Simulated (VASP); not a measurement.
# K (Pm-3m) in VASP: a series of runs, part 2 of 2

VASP 6.6.1. Earlier steps stand in the parts before.

**4. Single point, PBE**

INCAR reads:

```
PREC = Accurate ; ENCUT = 500
EDIFF = 1E-6 ; ISMEAR = 0
SIGMA = 0.05 ; LREAL = False
LASPH = True ; NELM = 120
ALGO = Normal ; ISIF = 2
LWAVE = False ; LCHARG = True
GGA = PE ; LELF = True
LVHAR = True ; NBANDS = 10
GGA_COMPAT = False
```

KPOINTS reads:

```
Automatic mesh
0
Gamma
  6 6 6
```

POSCAR reads:

```
K
1.0
    4.3104394900      0.0000000000      0.0000000000
    0.0000000000      4.3104394900      0.0000000000
    0.0000000000      0.0000000000      4.3104394900
K
1
Direct
    0.0000000000      0.0000000000      0.0000000000
```

Potentials or basis: VASP PAW PBE potentials, release 64 (K_sv).

The run is started by

```sh
$ cat potpaw_PBE.64/K_sv/POTCAR > POTCAR
$ mpirun -np 1 vasp_std > vasp.out
```

OUTCAR:

```text
PREC = Accurate
   ENCUT = 500
   EDIFF = 1E-6
   ISMEAR = 0
   LREAL = False
   LASPH = True
   NELM = 120
   ISIF = 2
   GGA = PE

 ion  position               nearest neighbor table
   1  0.000  0.000  0.000-

  LATTYP: Found a simple cubic cell.
 ALAT       =     4.3104394900

  Lattice vectors:

 A1 = (   4.3104394900,   0.0000000000,   0.0000000000)
 A2 = (   0.0000000000,   4.3104394900,   0.0000000000)
 A3 = (   0.0000000000,   0.0000000000,   4.3104394900)

Analysis of symmetry for initial positions (statically):
=====================================================================
 Subroutine PRICEL returns:
 Original cell was already a primitive cell.

 Routine SETGRP: Setting up the symmetry group for a
 simple cubic supercell.

 Subroutine GETGRP returns: Found 48 space group operations
[... 9 lines left out ...]

 Routine SETGRP: Setting up the symmetry group for a
 simple cubic supercell.

 Subroutine GETGRP returns: Found 48 space group operations
[... 11 lines left out ...]
                                     Primitive cell

  volume of cell :      80.0875

  direct lattice vectors                    reciprocal lattice vectors
     4.310439490  0.000000000  0.000000000     0.231994905  0.000000000  0.000000000
     0.000000000  4.310439490  0.000000000     0.000000000  0.231994905  0.000000000
     0.000000000  0.000000000  4.310439490     0.000000000  0.000000000  0.231994905

  length of vectors
     4.310439490  4.310439490  4.310439490     0.231994905  0.231994905  0.231994905

  position of ions in fractional coordinates (direct lattice)
     0.000000000  0.000000000  0.000000000

  ion indices of the primitive-cell ions
   primitive index   ion index
                 1           1

----------------------------------------------------------------------------------------

 KPOINTS: Automatic mesh

Automatic generation of k-mesh.
 Grid dimensions read from file:
 generate k-points for:    6    6    6

 Generating k-lattice:

  Cartesian coordinates                     Fractional coordinates (reciprocal lattice)
     0.038665818  0.000000000  0.000000000     0.166666667  0.000000000  0.000000000
     0.000000000  0.038665818  0.000000000     0.000000000  0.166666667  0.000000000
     0.000000000  0.000000000  0.038665818     0.000000000  0.000000000  0.166666667

  Length of vectors
     0.038665818  0.038665818  0.038665818

  Shift w.r.t. Gamma in fractional coordinates (k-lattice)
     0.000000000  0.000000000  0.000000000

 Subroutine IBZKPT returns following result:
 ===========================================

 Found     20 irreducible k-points:

 Following reciprocal coordinates:
            Coordinates               Weight
  0.000000  0.000000  0.000000      1.000000
  0.166667  0.000000  0.000000      6.000000
  0.333333  0.000000  0.000000      6.000000
  0.500000  0.000000  0.000000      3.000000
  0.166667  0.166667  0.000000     12.000000
  0.333333  0.166667  0.000000     24.000000
[... 12 lines left out ...]
  0.500000  0.500000  0.333333      6.000000
  0.500000  0.500000  0.500000      1.000000
   k-points           NKPTS =     20   k-points in BZ     NKDIM =     20   number of bands    NBANDS=     10
   number of dos      NEDOS =    301   number of ions     NIONS =      1
   total plane-waves  NPLWV =  32768
   dimension x,y,z NGX =    32 NGY =   32 NGZ =   32
   dimension x,y,z NGXF=    64 NGYF=   64 NGZF=   64
   ions per type =               1
   NGX,Y,Z   is equivalent  to a cutoff of  12.34, 12.34, 12.34 a.u.
   NGXF,Y,Z  is equivalent  to a cutoff of  24.68, 24.68, 24.68 a.u.
 SYSTEM =  unknown system
   PREC   = accura    normal or accurate (medium, high low for compatibility)
   ISTART =      0    job   : 0-new  1-cont  2-samecut
   ICHARG =      2    charge: 1-file 2-atom 10-const
   ISPIN  =      1    spin polarized calculation?
   LNONCOLLINEAR =      F non collinear calculations
   LSORBIT =      F    spin-orbit coupling
   LASPH  =      T    aspherical Exc in radial PAW
   ENCUT  =  500.0 eV  36.75 Ry    6.06 a.u.   7.86  7.86  7.86*2*pi/ulx,y,z
   NELM   =    120;   NELMIN=  2; NELMDL= -5     # of ELM steps
   EDIFF  = 0.1E-05   stopping-criterion for ELM
   LREAL  =      F    real-space projection
   EDIFFG = 0.1E-04   stopping-criterion for IOM
   NSW    =      0    number of steps for IOM
   IBRION =     -1    ionic relax: 0-MD 1-quasi-New 2-CG
   NFREE  =      0    steps in history (QN), initial steepest desc. (CG)
   ISIF   =      2    stress and relaxation
   ISYM   =      2    0-nonsym 1-usesym 2-fastsym
   POTIM  = 0.5000    time-step for ionic-motion
   TEBEG  =    0.0;   TEEND  =   0.0 temperature during run
   PSTRESS=    0.0 pullay stress
   NELECT =       9.0000    total number of electrons
   NUPDOWN=      -1.0000    fix difference up-down
   EMIN   =  10.00;   EMAX   =-10.00  energy-range for DOS
   EFERMI =   0.00;   METHOD = LEGACY
   ISMEAR =     0;   SIGMA  =   0.05  broadening in eV -4-tet -1-fermi 0-gaus
   EFERMI_NEDOS =   21; number of points for ismear=-14 and -15
   IALGO  =     38    algorithm
   IMIX   =      4    mixing-type and parameters
     AMIX     =   0.40;   BMIX     =  1.00
     AMIX_MAG =   1.60;   BMIX_MAG =  1.00
  volume/ion in A,a.u.               =      80.09       540.46
  Fermi-wavevector in a.u.,A,eV,Ry     =   0.790013  1.492908  8.491671  0.624120
  Thomas-Fermi vector in A             =   1.895269
   LORBIT       =      0    0 simple, 1 ext, 2 COOP (PROOUT), +10 PAW based schemes
   GGA     = PE    functional components
   LHFCALC =     F    Hartree Fock is set to
   AEXX    =    0.0000 exact exchange contribution
   IVDW    =     0    specifies the selected vdW correction
   LEPSILON=     F    determine dielectric tensor
   LRPA    =     F    only Hartree local field effects (RPA)
 non-spin polarized calculation
 Gauss-broadening in eV      SIGMA  =   0.05
  energy-cutoff  :      500.00
  volume of cell :       80.09
 maximum number of plane-waves:      2054
 NGX is ok and might be reduce to    32
   NGX = 15   NGY = 15   NGZ = 15

 number of electron       9.0000003 magnetization

 Free energy of the ion-electron system (eV)
  ---------------------------------------------------
  ext. energy  EPLUGINS =         0.00000000
  ---------------------------------------------------
  free energy    TOTEN  =        -0.93390866 eV

  energy without entropy =       -0.93077042  energy(sigma->0) =       -0.93233954

 E-fermi :  -0.2041     XC(G=0):  -5.4400

 val. band max:       -0.2040566923   @ k =   0.3333   0.3333   0.1667
 cond. band min:      -0.0865601311   @ k =   0.5000   0.0000   0.0000
 fundamental gap:      0.1174965613
 Fermi energy:        -0.2040543637

 k-point     1 :       0.0000    0.0000    0.0000
  band No.  band energies     occupation
      1     -32.6146      2.00000
      2     -16.0560      2.00000
      3     -16.0560      2.00000
      4     -16.0560      2.00000
      5      -2.3181      2.00000
      6       2.6203      0.00000
      7       2.6203      0.00000
      8       5.8657      0.00000
      9       5.8665      0.00000
     10       5.8706      0.00000

 k-point     2 :       0.1667    0.0000    0.0000
  band No.  band energies     occupation
      1     -32.6136      2.00000
      2     -16.0770      2.00000
      3     -16.0543      2.00000
      4     -16.0543      2.00000
      5      -2.0634      2.00000
      6       2.3019      0.00000
      7       2.7453      0.00000
      8       5.1286      0.00000
      9       5.1286      0.00000
     10       5.4179      0.00000

 k-point     3 :       0.3333    0.0000    0.0000
  band No.  band energies     occupation
      1     -32.6115      2.00000
      2     -16.1186      2.00000
      3     -16.0508      2.00000
      4     -16.0508      2.00000
      5      -1.3331      2.00000
      6       1.1646      0.00000
      7       3.0408      0.00000
      8       4.5691      0.00000
      9       4.5691      0.00000
     10       5.7061      0.00000
[... 196 lines left out ...]
 k-point    19 :       0.5000    0.5000    0.3333
  band No.  band energies     occupation
      1     -32.6035      2.00000
      2     -16.1217      2.00000
      3     -16.1217      2.00000
      4     -16.1002      2.00000
      5       1.5873      0.00000
      6       1.9834      0.00000
      7       1.9834      0.00000
      8       3.1437      0.00000
      9       4.1777      0.00000
     10       4.1777      0.00000

 k-point    20 :       0.5000    0.5000    0.5000
  band No.  band energies     occupation
      1     -32.6026      2.00000
      2     -16.1193      2.00000
      3     -16.1193      2.00000
      4     -16.1193      2.00000
      5       2.0236      0.00000
      6       2.0236      0.00000
      7       2.0236      0.00000
      8       3.9773      0.00000
      9       4.0001      0.00000
     10       4.0001      0.00000

------------------------ aborting loop because EDIFF is reached ----------------------------------------

  FORCE on cell =-STRESS in cart. coord.  units (eV):
  Direction    XX          YY          ZZ          XY          YZ          ZX
  --------------------------------------------------------------------------------------
  -------------------------------------------------------------------------------------
  Total       -0.0213171     -0.0213171     -0.0213171     -0.0000000      0.0000000     -0.0000000
  in kB       -0.4264565     -0.4264565     -0.4264565     -0.0000000      0.0000000     -0.0000000
  external PRESSURE =      -0.4264565 kB  Pullay stress =       0.0000000 kB

 VOLUME and BASIS-vectors are now :
 -----------------------------------------------------------------------------
  energy-cutoff  :      500.00
  volume of cell :       80.09
      direct lattice vectors                 reciprocal lattice vectors
     4.310439490  0.000000000  0.000000000     0.231994905  0.000000000  0.000000000
     0.000000000  4.310439490  0.000000000     0.000000000  0.231994905  0.000000000
     0.000000000  0.000000000  4.310439490     0.000000000  0.000000000  0.231994905

 POSITION                                       TOTAL-FORCE (eV/Angst)
 -----------------------------------------------------------------------------------
      0.00000      0.00000      0.00000         0.000000      0.000000      0.000000
 -----------------------------------------------------------------------------------
    total drift:                               -0.000000     -0.000000      0.000000

  FREE ENERGIE OF THE ION-ELECTRON SYSTEM (eV)
  ---------------------------------------------------
  free  energy   TOTEN  =        -0.9339086622 eV

  energy  without entropy=       -0.9307704196  energy(sigma->0) =       -0.93233954
```

Wall time 16 s (1 thread of Intel Xeon 8259CL, shared host); peak memory 0.17 GiB.

What came out:

* Free energy: -0.9339 eV
* Pressure: 0.0 GPa

**5. Summary**

| level | cutoff (eV) | smearing | gap on the mesh (eV) | pressure (GPa) |
| --- | --- | --- | --- | --- |
| PBE | 520 | fermi-dirac 0.05 eV | none | 0.0 |
| RPBE | 500 | gaussian 0.02 eV | none | 0.2 |
| PBE | 500 | gaussian 0.05 eV | none | 0.0 |

Alike in all rows: task single point; potentials or basis VASP PAW PBE potentials, release 64 (K_sv); no spin polarisation; cell as given; k mesh 6 × 6 × 6.

Every run on the cell as given and a fine mesh finds a metal.

Caveats: the PAW data sets were made with another functional, which shifts forces and pressure a little (some runs).

Total energies depend on the potentials used, so only differences within one code and one set of settings carry meaning.
